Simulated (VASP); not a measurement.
# Li (Fm-3m) in VASP: further runs

Li is run at these levels: r2SCAN; tasks: single point.

Everything below comes from runs of VASP 6.6.1. Logs are shortened: lines on timing, memory, paths and dates and some standing lists are left out, and cuts for length are marked.

### Step 1. The cell of the first run

The structure is cubic, space group Fm-3m (No. 225). Conventional cell: a = 3.834 Å, b = 3.834 Å, c = 3.834 Å, α = 90.00°, β = 90.00°, γ = 90.00°. Within 3.6 Å of Li (site symmetry m-3m) lie 12 Li at 2.71 Å.

This isn't the form of Li at room conditions, which is bcc.

### Step 2. Single point, r2SCAN

POSCAR reads:

```
Li
1.0
    0.0000000000      1.9172069088      1.9172069088
    1.9172069088      0.0000000000      1.9172069088
    1.9172069088      1.9172069088      0.0000000000
Li
1
Direct
    0.0000000000      0.0000000000      0.0000000000
```

INCAR.step1 reads:

```
SYSTEM = Li
  PREC = Accurate
  ENCUT = 520
  ISMEAR = -1
  SIGMA = 0.08
  LREAL = .False.
  LASPH = .True.
  NELM = 60
  NBANDS = 8
  GGA = PE
  ALGO = Normal
  EDIFF = 1E-4
  LWAVE = .True.
  LCHARG = .False.
```

INCAR.step2 reads:

```
SYSTEM = Li
  PREC = Accurate
  ENCUT = 520
  EDIFF = 1E-7
  ISMEAR = -1
  SIGMA = 0.08
  LREAL = .False.
  LASPH = .True.
  NELM = 60
  ALGO = Normal
  ISIF = 2
  LWAVE = .False.
  LCHARG = .True.
  METAGGA = R2SCAN
  LMIXTAU = .True.
  LELF = .True.
  LVHAR = .True.
  NBANDS = 8
  ISTART = 1
```

KPOINTS reads:

```
regular mesh
0
Gamma
  22 22 22
  0 0 0
```

Potentials or basis: VASP PAW PBE potentials, release 64 (Li_sv).

Run with:

```sh
$ cat potpaw_PBE.64/Li_sv/POTCAR > POTCAR
$ cp INCAR.step1 INCAR
$ mpirun -np 1 vasp_std > vasp.out
$ cp INCAR.step2 INCAR
$ mpirun -np 1 vasp_std > vasp.out
```

OUTCAR:

```text
SYSTEM = Li
   PREC = Accurate
   ENCUT = 520
   EDIFF = 1E-7
   ISMEAR = -1
   LREAL = .False.
   LASPH = .True.
   NELM = 60
   ISIF = 2
   METAGGA = R2SCAN
   ISTART = 1

 ion  position               nearest neighbor table
   1  0.000  0.000  0.000-

  LATTYP: Found a face centered cubic cell.
 ALAT       =     3.8344138176

  Lattice vectors:

 A1 = (   0.0000000000,   1.9172069088,   1.9172069088)
 A2 = (   1.9172069088,   0.0000000000,   1.9172069088)
 A3 = (   1.9172069088,   1.9172069088,   0.0000000000)

Analysis of symmetry for initial positions (statically):
=====================================================================
 Subroutine PRICEL returns:
 Original cell was already a primitive cell.

 Routine SETGRP: Setting up the symmetry group for a
 face centered cubic supercell.

 Subroutine GETGRP returns: Found 48 space group operations
 (whereof 48 operations were pure point group operations)
 out of a pool of 48 trial point group operations.

The static configuration has the point symmetry O_h .

Analysis of symmetry for dynamics (positions and initial velocities):
=====================================================================
 Subroutine PRICEL returns:
 Original cell was already a primitive cell.

 Routine SETGRP: Setting up the symmetry group for a
 face centered cubic supercell.

 Subroutine GETGRP returns: Found 48 space group operations
 (whereof 48 operations were pure point group operations)
 out of a pool of 48 trial point group operations.

The dynamic configuration has the point symmetry O_h .

 Subroutine INISYM returns: Found 48 space group operations
 (whereof 48 operations are pure point group operations),
 and found     1 'primitive' translations

----------------------------------------------------------------------------------------

                                     Primitive cell

  volume of cell :      14.0941

  direct lattice vectors                    reciprocal lattice vectors
     0.000000000  1.917206909  1.917206909    -0.260796056  0.260796056  0.260796056
     1.917206909  0.000000000  1.917206909     0.260796056 -0.260796056  0.260796056
     1.917206909  1.917206909  0.000000000     0.260796056  0.260796056 -0.260796056

  length of vectors
     2.711340012  2.711340012  2.711340012     0.451712019  0.451712019  0.451712019

  position of ions in fractional coordinates (direct lattice)
     0.000000000  0.000000000  0.000000000

  ion indices of the primitive-cell ions
   primitive index   ion index
                 1           1

----------------------------------------------------------------------------------------

 KPOINTS: regular mesh

Automatic generation of k-mesh.
 Grid dimensions read from file:
 generate k-points for:   22   22   22

 Generating k-lattice:

  Cartesian coordinates                     Fractional coordinates (reciprocal lattice)
    -0.011854366  0.011854366  0.011854366     0.045454545  0.000000000  0.000000000
     0.011854366 -0.011854366  0.011854366     0.000000000  0.045454545  0.000000000
     0.011854366  0.011854366 -0.011854366     0.000000000  0.000000000  0.045454545

  Length of vectors
     0.020532365  0.020532365  0.020532365

  Shift w.r.t. Gamma in fractional coordinates (k-lattice)
     0.000000000  0.000000000  0.000000000

 Subroutine IBZKPT returns following result:
 ===========================================

 Found    328 irreducible k-points:

 Following reciprocal coordinates:
            Coordinates               Weight
  0.000000  0.000000  0.000000      1.000000
  0.045455  0.000000  0.000000      8.000000
  0.090909  0.000000  0.000000      8.000000
  0.136364  0.000000  0.000000      8.000000
  0.181818  0.000000  0.000000      8.000000
  0.227273  0.000000  0.000000      8.000000
[... 16 lines left out ...]
  0.500000  0.045455  0.000000     24.000000
 -0.454545  0.045455  0.000000     24.000000
 [... further k-points ...]
   k-points           NKPTS =    328   k-points in BZ     NKDIM =    328   number of bands    NBANDS=      8
   number of dos      NEDOS =    301   number of ions     NIONS =      1
   total plane-waves  NPLWV =   8000
   dimension x,y,z NGX =    20 NGY =   20 NGZ =   20
   dimension x,y,z NGXF=    40 NGYF=   40 NGZF=   40
   ions per type =               1
   NGX,Y,Z   is equivalent  to a cutoff of  12.26, 12.26, 12.26 a.u.
   NGXF,Y,Z  is equivalent  to a cutoff of  24.53, 24.53, 24.53 a.u.
 SYSTEM =  Li
   PREC   = accura    normal or accurate (medium, high low for compatibility)
   ISTART =      1    job   : 0-new  1-cont  2-samecut
   ICHARG =      0    charge: 1-file 2-atom 10-const
   ISPIN  =      1    spin polarized calculation?
   LNONCOLLINEAR =      F non collinear calculations
   LSORBIT =      F    spin-orbit coupling
   LASPH  =      T    aspherical Exc in radial PAW
   ENCUT  =  520.0 eV  38.22 Ry    6.18 a.u.   5.04  5.04  5.04*2*pi/ulx,y,z
   NELM   =     60;   NELMIN=  2; NELMDL=  0     # of ELM steps
   EDIFF  = 0.1E-06   stopping-criterion for ELM
   LREAL  =      F    real-space projection
   EDIFFG = 0.1E-05   stopping-criterion for IOM
   NSW    =      0    number of steps for IOM
   IBRION =     -1    ionic relax: 0-MD 1-quasi-New 2-CG
   NFREE  =      0    steps in history (QN), initial steepest desc. (CG)
   ISIF   =      2    stress and relaxation
   ISYM   =      2    0-nonsym 1-usesym 2-fastsym
   POTIM  = 0.5000    time-step for ionic-motion
   TEBEG  =    0.0;   TEEND  =   0.0 temperature during run
   PSTRESS=    0.0 pullay stress
   NELECT =       3.0000    total number of electrons
   NUPDOWN=      -1.0000    fix difference up-down
   EMIN   =  10.00;   EMAX   =-10.00  energy-range for DOS
   EFERMI =   0.00;   METHOD = LEGACY
   ISMEAR =    -1;   SIGMA  =   0.08  broadening in eV -4-tet -1-fermi 0-gaus
   EFERMI_NEDOS =   21; number of points for ismear=-14 and -15
   IALGO  =     38    algorithm
   IMIX   =      4    mixing-type and parameters
     AMIX     =   0.40;   BMIX     =  1.00
     AMIX_MAG =   1.60;   BMIX_MAG =  1.00
  volume/ion in A,a.u.               =      14.09        95.11
  Fermi-wavevector in a.u.,A,eV,Ry     =   0.977469  1.847148 12.999624  0.955445
  Thomas-Fermi vector in A             =   2.108169
   LORBIT       =      0    0 simple, 1 ext, 2 COOP (PROOUT), +10 PAW based schemes
   METAGGA = R2SCAN    functional components
   LHFCALC =     F    Hartree Fock is set to
   AEXX    =    0.0000 exact exchange contribution
   IVDW    =     0    specifies the selected vdW correction
   LEPSILON=     F    determine dielectric tensor
   LRPA    =     F    only Hartree local field effects (RPA)
 non-spin polarized calculation
  energy-cutoff  :      520.00
  volume of cell :       14.09
 maximum number of plane-waves:       392
   NGX =  9   NGY =  9   NGZ =  9

 number of electron       2.9999989 magnetization

 Free energy of the ion-electron system (eV)
  ---------------------------------------------------
  ext. energy  EPLUGINS =         0.00000000
  ---------------------------------------------------
  free energy    TOTEN  =        -2.22594063 eV

  energy without entropy =       -2.21756179  energy(sigma->0) =       -2.22175121

 E-fermi :   1.8577     XC(G=0):  -8.4754

 val. band max:        1.8461570434   @ k =  -0.4545   0.0909   0.0000
 cond. band min:       1.9296490341   @ k =   0.5000   0.1364   0.0000
 fundamental gap:      0.0834919906
 Fermi energy:         1.8577224108

 k-point     1 :       0.0000    0.0000    0.0000
  band No.  band energies     occupation
      1     -45.8145      2.00000
      2      -2.3972      2.00000
      3      22.4311      0.00000
      4      22.4320      0.00000
      5      22.4320      0.00000
      6      26.1125      0.00000
      7      26.1127      0.00000
      8      26.1127      0.00000

 k-point     2 :       0.0455    0.0000    0.0000
  band No.  band energies     occupation
      1     -45.8131      2.00000
      2      -2.3551      2.00000
      3      21.6125      0.00000
      4      22.2480      0.00000
      5      22.2487      0.00000
      6      25.6350      0.00000
      7      26.3951      0.00000
      8      26.3954      0.00000

 k-point     3 :       0.0909    0.0000    0.0000
  band No.  band energies     occupation
      1     -45.8088      2.00000
      2      -2.2252      2.00000
      3      19.8185      0.00000
      4      21.8300      0.00000
      5      21.8307      0.00000
      6      25.5445      0.00000
      7      27.0919      0.00000
      8      27.0924      0.00000

 k-point     4 :       0.1364    0.0000    0.0000
  band No.  band energies     occupation
      1     -45.8020      2.00000
      2      -2.0079      2.00000
      3      17.7936      0.00000
      4      21.3543      0.00000
      5      21.3548      0.00000
      6      25.7442      0.00000
      7      27.8853      0.00000
      8      27.8862      0.00000

 k-point     5 :       0.1818    0.0000    0.0000
  band No.  band energies     occupation
      1     -45.7932      2.00000
      2      -1.7029      2.00000
      3      15.7846      0.00000
      4      20.9144      0.00000
      5      20.9149      0.00000
      6      26.0273      0.00000
      7      28.1410      0.00000
      8      28.1423      0.00000
[... 177 lines left out ...]
 k-point    22 :       0.4545    0.0455    0.0000
  band No.  band energies     occupation
      1     -45.7432      2.00000
      2       1.3339      1.99714
      3       7.1286      0.00000
      4      19.2565      0.00000
      5      19.8902      0.00000
      6      22.6806      0.00000
      7      24.8144      0.00000
      8      26.4742      0.00000

 k-point    23 :       0.5000    0.0455    0.0000
  band No.  band energies     occupation
      1     -45.7407      2.00000
      2       1.6690      1.82726
      3       6.5869      0.00000
      4      19.4649      0.00000
      5      19.5701      0.00000
      6      22.7433      0.00000
      7      24.3927      0.00000
      8      26.4140      0.00000

 k-point    24 :      -0.4545    0.0455    0.0000
  band No.  band energies     occupation
      1     -45.7412      2.00000
      2       1.5962      1.92673
      3       6.7005      0.00000
      4      19.2933      0.00000
      5      19.7338      0.00000
      6      22.9872      0.00000
      7      24.1643      0.00000
      8      26.5101      0.00000

 [... further k-points ...]

------------------------ aborting loop because EDIFF is reached ----------------------------------------

  FORCE on cell =-STRESS in cart. coord.  units (eV):
  Direction    XX          YY          ZZ          XY          YZ          ZX
  --------------------------------------------------------------------------------------
  -------------------------------------------------------------------------------------
  Total        0.8949876      0.8949876      0.8949876      0.0000000     -0.0000000      0.0000000
  in kB      101.7397488    101.7397488    101.7397488      0.0000000     -0.0000000      0.0000000
  external PRESSURE =     101.7397488 kB  Pullay stress =       0.0000000 kB

 VOLUME and BASIS-vectors are now :
 -----------------------------------------------------------------------------
  energy-cutoff  :      520.00
  volume of cell :       14.09
      direct lattice vectors                 reciprocal lattice vectors
     0.000000000  1.917206909  1.917206909    -0.260796056  0.260796056  0.260796056
     1.917206909  0.000000000  1.917206909     0.260796056 -0.260796056  0.260796056
     1.917206909  1.917206909  0.000000000     0.260796056  0.260796056 -0.260796056

 POSITION                                       TOTAL-FORCE (eV/Angst)
 -----------------------------------------------------------------------------------
      0.00000      0.00000      0.00000         0.000000      0.000000     -0.000000
 -----------------------------------------------------------------------------------
    total drift:                               -0.000000     -0.000000     -0.000000

  FREE ENERGIE OF THE ION-ELECTRON SYSTEM (eV)
  ---------------------------------------------------
  free  energy   TOTEN  =        -2.2259406313 eV

  energy  without entropy=       -2.2175617861  energy(sigma->0) =       -2.22175121
```

It took 4.4 min on 1 thread of Oxide Virtual Turin-like, shared host; peak memory 0.1 GiB.

Results:

| Property | Result |
| --- | --- |
| Free energy | -2.2259 eV |
| Band gap on the k mesh | zero (an odd number of electrons rules out a gap without spin polarisation) |

Caveat: the cutoff is under 1.25 times the usual one of these potentials, so pressure, stress and relaxed cells hold a basis-set (Pulay) error; the PAW data sets were made with another functional, which shifts forces and pressure a little.

### Step 3. Single point, r2SCAN

This run uses another cell than the first one, of 15.26 Å³/atom.

POSCAR reads:

```
Li
1.0
    0.0000000000      1.9686674441      1.9686674441
    1.9686674441      0.0000000000      1.9686674441
    1.9686674441      1.9686674441      0.0000000000
Li
1
Direct
    0.0000000000      0.0000000000      0.0000000000
```

INCAR.step1 reads:

```
PREC     = Accurate       # precision mode
ENCUT    = 520            # plane-wave cutoff, eV
ISMEAR   = -1             # smearing method
SIGMA    = 0.08           # smearing width, eV
LREAL    = False          # projectors in reciprocal space
LASPH    = True           # aspherical terms in the spheres
NELM     = 80             # most SCF steps
NBANDS   = 8              # bands
GGA      = PE             # functional
ALGO     = Normal         # electronic algorithm
EDIFF    = 1E-4           # SCF threshold, eV
LWAVE    = True           # write WAVECAR
LCHARG   = False          # write CHGCAR
```

INCAR.step2 reads:

```
PREC     = Accurate       # precision mode
ENCUT    = 520            # plane-wave cutoff, eV
EDIFF    = 1E-7           # SCF threshold, eV
ISMEAR   = -1             # smearing method
SIGMA    = 0.08           # smearing width, eV
LREAL    = False          # projectors in reciprocal space
LASPH    = True           # aspherical terms in the spheres
NELM     = 80             # most SCF steps
ALGO     = Normal         # electronic algorithm
ISIF     = 2              # what is computed and relaxed
LWAVE    = False          # write WAVECAR
LCHARG   = True           # write CHGCAR
METAGGA  = R2SCAN         # meta-GGA
LMIXTAU  = True         
LELF     = True           # ELF
LVHAR    = True         
NBANDS   = 8              # bands
ISTART   = 1
```

KPOINTS reads:

```
Automatic mesh
0
Gamma
  22 22 22
```

Potentials or basis: VASP PAW PBE potentials, release 64 (Li_sv).

Run with:

```sh
$ cat potpaw_PBE.64/Li_sv/POTCAR > POTCAR
$ cp INCAR.step1 INCAR
$ mpirun -np 1 vasp_std > vasp.out
$ cp INCAR.step2 INCAR
$ mpirun -np 1 vasp_std > vasp.out
```

Run time: 4.3 min. Hardware: 1 thread of Oxide Virtual Turin-like, shared host; peak memory 0.12 GiB.

It converged, with:

```yaml
Free_energy: -2.2892 eV
Band_gap_on_the_k_mesh: zero (an odd number of electrons rules out a gap without spin polarisation)
```

Levels at points of the mesh, in eV from the Fermi level:
| k point | band 1 | band 2 | band 3 | band 4 | band 5 | band 6 | band 7 |
| --- | --- | --- | --- | --- | --- | --- | --- |
| (0.00, 0.00, 0.00) | -47.75 | -4.19 | 19.47 | 19.47 | 19.47 | 23.08 | 23.08 |
| (0.50, 0.00, 0.00) | -47.70 | -0.17 | 4.31 | 17.07 | 17.07 | 20.94 | 20.94 |
| (0.50, 0.50, 0.00) | -47.68 | 1.91 | 6.18 | 11.18 | 11.18 | 13.27 | 21.51 |

Caveat: the cutoff is under 1.25 times the usual one of these potentials, so pressure, stress and relaxed cells hold a basis-set (Pulay) error; the PAW data sets were made with another functional, which shifts forces and pressure a little.

(Continued in part 2 of 2.)
